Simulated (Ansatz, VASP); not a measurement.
**One calculation of SrO, two programs**

```xyz
2
Lattice="3.5326 0.0000 0.0000 -1.7663 3.0593 0.0000 0.0000 0.0000 3.2076" Properties=species:S:1:pos:R:3 pbc="T T T"
Sr    0.0000    0.0000    1.6038
O     0.0000    2.0395    0.0000
```

Alike in both runs: functional PBE; k mesh 6 × 6 × 6; occupations gaussian, width 0.1 eV; no spin polarisation.

Ansatz relaxed the structure, and its values are those at the end. VASP's run is a single point on that final structure, the one shown.

|  | VASP | Ansatz |
| --- | --- | --- |
| version | VASP 6.6.1 | Ansatz 0.2.0 |
| potentials or method | VASP PAW PBE potentials, release 64 (Sr_sv, O), cutoff 600 eV | scalar-relativistic, plane waves, PAW |
| valence electrons in the cell | 16 | 16 |

|  | VASP | Ansatz | Ansatz less VASP |
| --- | --- | --- | --- |
| gap on the k mesh at the Fermi level (eV) | 2.80 | 2.81 | +0.015 |
| least direct gap on the mesh (eV) | 2.80 | 2.81 | +0.015 |
| pressure (GPa) | 0.5 | 0.0 | -0.46 |

With one functional, cell and mesh, what is left measures potentials, basis and numerics.
